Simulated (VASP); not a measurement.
Here is a VASP 6.6.1 calculation.

Contents of INCAR:

```
ALGO = Normal
EDIFF = 1E-6
ENCUT = 520
GGA = CA
ISIF = 2
ISMEAR = -1
LASPH = T
LCHARG = T
LELF = T
LREAL = F
LVHAR = T
LWAVE = F
NBANDS = 10
NELM = 100
PREC = Accurate
SIGMA = 0.13605693000000002
```

File KPOINTS:

```
k-points
0
Gamma
  9 9 9
```

POSCAR

```
K
1.0
   -2.5265699481      2.5265699481      2.5265699481
    2.5265699481     -2.5265699481      2.5265699481
    2.5265699481      2.5265699481     -2.5265699481
K
1
Direct
    0.0000000000      0.0000000000      0.0000000000
```

Potentials or basis: VASP PAW LDA potentials, release 64 (K_sv).

Command:

```console
$ cat potpaw_LDA.64/K_sv/POTCAR > POTCAR
$ mpirun -np 1 vasp_std > vasp.out
```

Q: Predict the pressure.

A: 0.0 GPa.
